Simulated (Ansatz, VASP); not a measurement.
## One calculation of CuF, two programs

```xyz
2
Lattice="2.7385 0.0000 0.0000 0.0000 2.7385 0.0000 0.0000 0.0000 2.7385" Properties=species:S:1:pos:R:3 pbc="T T T"
Cu    0.0000    0.0000    0.0000
F     1.3692    1.3692    1.3692
```

Alike in both runs: task single point; functional PBE; k mesh 6 × 6 × 6; occupations fermi-dirac, width 0.02 eV; no spin polarisation.

|  | VASP | Ansatz |
| --- | --- | --- |
| version | VASP 6.6.1 | Ansatz 0.2.0 |
| potentials or method | VASP PAW PBE potentials, release 64 (Cu, F) | plane waves |
| plane-wave cutoff (eV) | 600 | 420 |
| valence electrons in the cell | 18 | 26 |

```csv
,VASP,Ansatz,Ansatz less VASP
pressure (GPa),6.4,6.7,+0.24
```

VASP's potentials hold 18 valence electrons a cell and Ansatz's 26, so a difference there can come from the potentials and not from the codes.

The k mesh is coarse, so the values compare programs but aren't converged.
